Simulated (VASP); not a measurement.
# SiC (P6_3mc) in VASP: further runs, part 2 of 2

VASP 6.6.1.

## (3) Single point, PBE

The input, INCAR:

```
PREC     = Accurate       # precision mode
ENCUT    = 520            # plane-wave cutoff, eV
EDIFF    = 1E-6           # SCF threshold, eV
ISMEAR   = 0              # smearing method
SIGMA    = 0.02           # smearing width, eV
LREAL    = False          # projectors in reciprocal space
LASPH    = True           # aspherical terms in the spheres
NELM     = 100            # most SCF steps
ALGO     = Normal         # electronic algorithm
ISIF     = 2              # what is computed and relaxed
LWAVE    = False          # write WAVECAR
LCHARG   = False          # write CHGCAR
GGA      = PE             # functional
NBANDS   = 16             # bands
```

The input, KPOINTS:

```
regular mesh
0
Gamma
  12 12 6
```

The input, POSCAR:

```
SiC
1.0
    3.0919365166      0.0000000000      0.0000000000
   -1.5459682583      2.6776955702      0.0000000000
    0.0000000000      0.0000000000      5.0742922908
Si C
2 2
Direct
    0.3333333333      0.6666666667      0.4995817069
    0.6666666667      0.3333333333      0.9995817069
    0.3333333333      0.6666666667      0.8754182931
    0.6666666667      0.3333333333      0.3754182931
```

Potentials or basis: VASP PAW PBE potentials, release 64 (Si, C).

Command:

```console
cat potpaw_PBE.64/Si/POTCAR potpaw_PBE.64/C/POTCAR > POTCAR
mpirun -np 1 vasp_std > vasp.out
```

OUTCAR:

```text
PREC = Accurate
   ENCUT = 520
   EDIFF = 1E-6
   ISMEAR = 0
   LREAL = False
   LASPH = True
   NELM = 100
   ISIF = 2
   GGA = PE

 ion  position               nearest neighbor table
   1  0.333  0.667  0.500-   4 1.89   4 1.89   4 1.89   3 1.91   2 3.10   2 3.10   2 3.10   2 3.10
                             2 3.10   2 3.10
   2  0.667  0.333  1.000-   3 1.89   3 1.89   3 1.89   4 1.91   1 3.10   1 3.10   1 3.10   1 3.10
                             1 3.10   1 3.10
   3  0.333  0.667  0.875-   2 1.89   2 1.89   2 1.89   1 1.91
   4  0.667  0.333  0.375-   1 1.89   1 1.89   1 1.89   2 1.91

  LATTYP: Found a hexagonal cell.
 ALAT       =     3.0919365166
 C/A-ratio  =     1.6411372819

  Lattice vectors:

 A1 = (   3.0919365166,   0.0000000000,   0.0000000000)
 A2 = (  -1.5459682583,   2.6776955702,   0.0000000000)
 A3 = (   0.0000000000,   0.0000000000,   5.0742922908)

Analysis of symmetry for initial positions (statically):
=====================================================================
 Subroutine PRICEL returns:
 Original cell was already a primitive cell.

 Routine SETGRP: Setting up the symmetry group for a
 hexagonal supercell.

 Subroutine GETGRP returns: Found 12 space group operations
 (whereof  6 operations were pure point group operations)
 out of a pool of 24 trial point group operations.

The static configuration has the point symmetry C_3v.
 The point group associated with its full space group is C_6v.

Analysis of symmetry for dynamics (positions and initial velocities):
=====================================================================
 Subroutine PRICEL returns:
 Original cell was already a primitive cell.

 Routine SETGRP: Setting up the symmetry group for a
 hexagonal supercell.

[... 127 lines left out ...]
   IMIX   =      4    mixing-type and parameters
     AMIX     =   0.40;   BMIX     =  1.00
     AMIX_MAG =   1.60;   BMIX_MAG =  1.00
  volume/ion in A,a.u.               =      10.50        70.88
  Fermi-wavevector in a.u.,A,eV,Ry     =   1.186658  2.242459 19.159157  1.408158
  Thomas-Fermi vector in A             =   2.322826
   LORBIT       =      0    0 simple, 1 ext, 2 COOP (PROOUT), +10 PAW based schemes
   GGA     = PE    functional components
   LHFCALC =     F    Hartree Fock is set to
   AEXX    =    0.0000 exact exchange contribution
   IVDW    =     0    specifies the selected vdW correction
   LEPSILON=     F    determine dielectric tensor
   LRPA    =     F    only Hartree local field effects (RPA)
 non-spin polarized calculation
 Gauss-broadening in eV      SIGMA  =   0.02
  energy-cutoff  :      520.00
  volume of cell :       42.01
 maximum number of plane-waves:      1170
 NGX is ok and might be reduce to    24

 number of electron      16.0000000 magnetization

 Free energy of the ion-electron system (eV)
  ---------------------------------------------------
  ext. energy  EPLUGINS =         0.00000000
  ---------------------------------------------------
  free energy    TOTEN  =       -30.11026376 eV

  energy without entropy =      -30.11026376  energy(sigma->0) =      -30.11026376

 E-fermi :   8.2515     XC(G=0): -11.2826

 val. band max:        8.0839692404   @ k =   0.0000   0.0000   0.0000
 cond. band min:      10.3873053651   @ k =   0.3333   0.3333   0.0000
 fundamental gap:      2.3033361247
 Fermi energy:         8.2514849912

 k-point     1 :       0.0000    0.0000    0.0000
  band No.  band energies     occupation
      1      -7.3614      2.00000
      2      -3.8523      2.00000
      3      -0.5244      2.00000
      4       6.7747      2.00000
      5       6.7747      2.00000
      6       7.9739      2.00000
[... 433 lines left out ...]
      3       0.8012      2.00000
      4       2.5083      2.00000
      5       3.3297      2.00000
      6       5.2623      2.00000
[... 8 lines left out ...]
     15      19.2419      0.00000
     16      20.0182      0.00000

 [... further k-points ...]

------------------------ aborting loop because EDIFF is reached ----------------------------------------

  FORCE on cell =-STRESS in cart. coord.  units (eV):
  Direction    XX          YY          ZZ          XY          YZ          ZX
  --------------------------------------------------------------------------------------
  -------------------------------------------------------------------------------------
  Total       -0.0136507     -0.0136507     -0.0104681      0.0000000      0.0000000      0.0000000
  in kB       -0.5205921     -0.5205921     -0.3992172      0.0000000      0.0000000      0.0000000
  external PRESSURE =      -0.4801338 kB  Pullay stress =       0.0000000 kB

 VOLUME and BASIS-vectors are now :
 -----------------------------------------------------------------------------
  energy-cutoff  :      520.00
  volume of cell :       42.01
      direct lattice vectors                 reciprocal lattice vectors
     3.091936517  0.000000000  0.000000000     0.323421906  0.186727724  0.000000000
    -1.545968258  2.677695570  0.000000000     0.000000000  0.373455448  0.000000000
     0.000000000  0.000000000  5.074292291     0.000000000  0.000000000  0.197071817

 POSITION                                       TOTAL-FORCE (eV/Angst)
 -----------------------------------------------------------------------------------
     -0.00000      1.78513      2.53502         0.000000      0.000000      0.000257
      1.54597      0.89257      5.07217        -0.000000     -0.000000      0.000257
     -0.00000      1.78513      4.44213         0.000000     -0.000000     -0.000257
      1.54597      0.89257      1.90498        -0.000000      0.000000     -0.000257
 -----------------------------------------------------------------------------------
    total drift:                               -0.000000     -0.000000      0.000498

  FREE ENERGIE OF THE ION-ELECTRON SYSTEM (eV)
  ---------------------------------------------------
  free  energy   TOTEN  =       -30.1102637588 eV

  energy  without entropy=      -30.1102637588  energy(sigma->0) =      -30.11026376
```

Run time: 16 s. Hardware: 1 thread of Intel Xeon 6975P-C (Granite Rapids), shared host; peak memory 0.18 GiB.

What came out:

| Item | Value |
| --- | --- |
| Free energy | -30.1103 eV |
| Pressure | 0.0 GPa |
| Band gap on the k mesh | 2.30 eV (least direct gap 3.94 eV) |

A k mesh can miss the band edges.

## (4) Single point, PBE

This run uses another cell than the first one: it holds 12 atoms, not 4.

The input, INCAR:

```
SYSTEM = SiC
  PREC = Accurate
  ENCUT = 520
  EDIFF = 1E-6
  ISMEAR = 0
  SIGMA = 0.02
  LREAL = .FALSE.
  LASPH = .TRUE.
  NELM = 80
  ALGO = Normal
  ISIF = 2
  LWAVE = .FALSE.
  LCHARG = .FALSE.
  GGA = PE
  NBANDS = 36
```

The input, KPOINTS:

```
regular mesh
0
G
  6 6 6
  0 0 0
```

The input, POSCAR:

```
SiC
1.0
    0.0000000000      0.0000000000     -5.0742922908
   -4.6379047749     -2.6776955702      0.0000000000
    0.0000000000      5.3553911405      0.0000000000
Si C
6 6
Direct
    0.5004182931      0.6666666667      0.6666666667
    0.5004182931      1.0000000000      0.3333333333
    0.5004182931      0.3333333333      0.0000000000
    0.0004182931      0.3333333333      0.3333333333
    0.0004182931      0.6666666667      0.0000000000
    0.0004182931      0.0000000000      0.6666666667
    0.1245817069      0.6666666667      0.6666666667
    0.1245817069      1.0000000000      0.3333333333
    0.1245817069      0.3333333333      0.0000000000
    0.6245817069      0.3333333333      0.3333333333
    0.6245817069      0.6666666667      0.0000000000
    0.6245817069      0.0000000000      0.6666666667
```

Command:

```console
cat potpaw_PBE.64/Si/POTCAR potpaw_PBE.64/C/POTCAR > POTCAR
mpirun -np 1 vasp_std > vasp.out
```

Wall time 64 s (1 thread of Intel Xeon 6975P-C (Granite Rapids), shared host); peak memory 0.27 GiB.

The run converged. Its results:

```
Free energy            : -90.3309 eV
Pressure               : 0.0 GPa
Band gap on the k mesh : 2.30 eV
```

Levels at points of the mesh, in eV from the valence-band top:
```
           k point  band 21  band 22  band 23  band 24  band 25  band 26  band 27  band 28
(0.00, 0.00, 0.00)    -1.31    -0.11     0.00     0.00     2.30     2.30     4.67     6.04
(0.50, 0.00, 0.00)    -0.71    -0.71    -0.71    -0.71     5.00     5.00     5.00     5.00
(0.00, 0.50, 0.00)    -1.43    -1.24    -1.24    -1.19     2.75     4.21     5.03     5.03
(0.50, 0.50, 0.00)    -2.42    -2.42    -2.31    -2.31     3.25     3.25     5.12     5.12
```

## (5) Relaxation of cell and atoms, PBE

This run uses another cell than the first one: it holds 12 atoms, not 4.

The input, INCAR:

```
SYSTEM = SiC
ALGO     = Normal         ! electronic algorithm
EDIFF    = 1E-7           ! SCF threshold, eV
EDIFFG   = -0.015         ! ionic threshold
ENCUT    = 600            ! plane-wave cutoff, eV
GGA      = PE             ! functional
IBRION   = 2              ! ionic algorithm
ISIF     = 3              ! what is computed and relaxed
ISMEAR   = 0              ! smearing method
LASPH    = .True.         ! aspherical terms in the spheres
LCHARG   = .False.        ! write CHGCAR
LREAL    = .False.        ! projectors in reciprocal space
LWAVE    = .False.        ! write WAVECAR
NELM     = 80             ! most SCF steps
NSW      = 80             ! ionic steps
PREC     = Accurate       ! precision mode
SIGMA    = 0.02           ! smearing width, eV
```

The input, KPOINTS:

```
k-points
0
Gamma
  6 6 6
  0 0 0
```

POSCAR is that of step 4.

Command:

```console
cat potpaw_PBE.64/Si/POTCAR potpaw_PBE.64/C/POTCAR > POTCAR
mpirun -np 1 vasp_std > vasp.out
```

Run time: 86 s. Hardware: 1 thread of Intel Xeon 6975P-C (Granite Rapids), shared host; peak memory 0.33 GiB.

The run converged. Its results:

- Free energy: -90.3391 eV
- Pressure after relaxing: -0.2 GPa
- Band gap on the k mesh: 2.30 eV

Final structure:
```
CELL_PARAMETERS angstrom
0.00000 0.00000 -5.07429
-4.63790 -2.67770 0.00000
0.00000 5.35539 0.00000
ATOMIC_POSITIONS crystal
Si 0.50042 0.66667 0.66667
Si 0.50042 0.00000 0.33333
Si 0.50042 0.33333 0.00000
Si 0.00042 0.33333 0.33333
Si 0.00042 0.66667 0.00000
Si 0.00042 0.00000 0.66667
C 0.12458 0.66667 0.66667
C 0.12458 0.00000 0.33333
C 0.12458 0.33333 0.00000
C 0.62458 0.33333 0.33333
C 0.62458 0.66667 0.00000
C 0.62458 0.00000 0.66667
```

Levels at points of the mesh, in eV from the valence-band top:
| k point | band 22 | band 23 | band 24 | band 25 | band 26 | band 27 |
| --- | --- | --- | --- | --- | --- | --- |
| (0.00, 0.00, 0.00) | -0.11 | 0.00 | 0.00 | 2.30 | 2.30 | 4.67 |
| (0.50, 0.00, 0.00) | -0.71 | -0.71 | -0.71 | 5.00 | 5.00 | 5.00 |
| (0.00, 0.50, 0.00) | -1.24 | -1.24 | -1.19 | 2.75 | 4.21 | 5.04 |
| (0.50, 0.50, 0.00) | -2.42 | -2.31 | -2.31 | 3.25 | 3.25 | 5.12 |

Caveat: the relaxation stopped at its first step, so nothing moved. A k mesh can miss the band edges.

## (6) The runs side by side

| task | cell | k mesh | cutoff (eV) | gap on the mesh (eV) | pressure (GPa) |
| --- | --- | --- | --- | --- | --- |
| single point | a = 3.092, b = 3.092, c = 5.074 Å, angles 90.0, 90.0, 120.0°, 4 atoms, atomic positions A | 12 × 12 × 6 | 520 | 2.30 | 0.0 |
| single point | a = 5.074, b = 5.355, c = 5.355 Å, angles 120.0, 90.0, 90.0°, 12 atoms, atomic positions B | 6 × 6 × 6 | 520 | 2.30 | 0.0 |
| relaxation of cell and atoms | relaxed from a = 5.074, b = 5.355, c = 5.355 Å, angles 120.0, 90.0, 90.0°, 12 atoms, atomic positions B | 6 × 6 × 6 | 600 | 2.30 | -0.2 |

Alike in all rows: level PBE; potentials or basis VASP PAW PBE potentials, release 64 (Si, C); no spin polarisation; smearing gaussian 0.02 eV.

Caveats: the relaxation stopped at its first step, so nothing moved (at least some runs).

Absolute energies hang on the potentials; compare differences alone.
